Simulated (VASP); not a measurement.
Wanted: the native input for a VASP 6.6.1 run.

| Property | Result |
| --- | --- |
| Task | single point |
| Functional | PBEsol |
| Potentials or basis | VASP PAW PBE potentials, release 64 (H, Si, F) |
| Cutoff | 520 eV |
| k mesh | 2 × 2 × 1 |
| Occupations | gaussian, width 0.02 eV |
| Spin | no spin polarisation |
| Dipole correction | no |
| Further INCAR settings | LREAL = Auto; ALGO = Normal; EDIFF = 1e-06; NBANDS = 80 |

The structure of Si12H3F lies in POSCAR:

```
Si12H3F
1.0
   11.5187690000      0.0000000000      0.0000000000
    3.8395900000      6.6503650000      0.0000000000
    0.0000000000      0.0000000000     16.4187650000
H Si F
6 24 2
Direct
    0.1111111200      0.1666666600      0.0609059200
    0.4444444600      0.1666666600      0.0609059200
    0.7777778100      0.1666666600      0.0609059200
    0.1111111200      0.6666666300      0.0609059200
    0.4444444600      0.6666666300      0.0609059200
    0.7777778100      0.6666666300      0.0609059200
    0.1111111200      0.1666666600      0.1522648000
    0.4444444600      0.1666666600      0.1522648000
    0.7777778100      0.1666666600      0.1522648000
    0.1111111200      0.6666666300      0.1522648000
    0.4444444600      0.6666666300      0.1522648000
    0.7777778100      0.6666666300      0.1522648000
   -0.1132852883      0.3308735553      0.1980318762
    0.2257157457      0.3372524985      0.2014562568
    0.5581276266      0.3372792511      0.1995019989
   -0.1107416007      0.8288500701      0.1997608352
    0.2193153873      0.8320786124      0.1990942937
    0.5580248253      0.8390566961      0.2028369530
   -0.1561407813      0.2962366142      0.3343426240
    0.1600633262      0.2558984392      0.3820706090
    0.4963961937      0.2443544769      0.3801822786
   -0.1375504631      0.7684870829      0.3387610971
    0.1847130925      0.7801371065      0.3354036289
    0.4945163891      0.7621862288      0.3558599072
   -0.0424403020     -0.0400276385      0.3807885037
    0.2890094130     -0.0843534795      0.4183927070
    0.6245906331     -0.0927482193      0.3362284892
   -0.0622316778      0.4597697218      0.4085751482
    0.2701186450      0.4204699142      0.3350197198
    0.6065561108      0.4109269018      0.3335311296
    0.9694640626     -0.0223196566      0.4789243264
    0.4863727203      0.2276714037      0.4783460856
```

One way to write it, as run:

INCAR

```
SYSTEM = Si12H3F
  PREC = Accurate
  ENCUT = 520
  EDIFF = 1E-6
  ISMEAR = 0
  SIGMA = 0.02
  LREAL = Auto
  LASPH = .True.
  NELM = 80
  ALGO = Normal
  ISIF = 2
  LWAVE = .False.
  LCHARG = .False.
  GGA = PS
  NBANDS = 80
```

KPOINTS

```
regular mesh
0
Gamma
  2 2 1
  0 0 0
```

Potentials or basis: VASP PAW PBE potentials, release 64 (H, Si, F).

Run with:

```console
$ cat potpaw_PBE.64/H/POTCAR potpaw_PBE.64/Si/POTCAR potpaw_PBE.64/F/POTCAR > POTCAR
$ mpirun -np 1 vasp_std > vasp.out
```

It gave:

The largest force is 1.026 eV/Å and the band gap on the k mesh is 0.72 eV.

Caveat: there is no dipole correction, which matters where the two faces differ; semilocal functionals underestimate gaps, and a narrow one can read as zero; the PAW data sets were made with another functional, which shifts forces and pressure a little.

It took 15 min on 1 thread of Intel(R) Xeon(R) 6975P-C (Granite Rapids), on a shared host, peak memory 1.4 GiB.
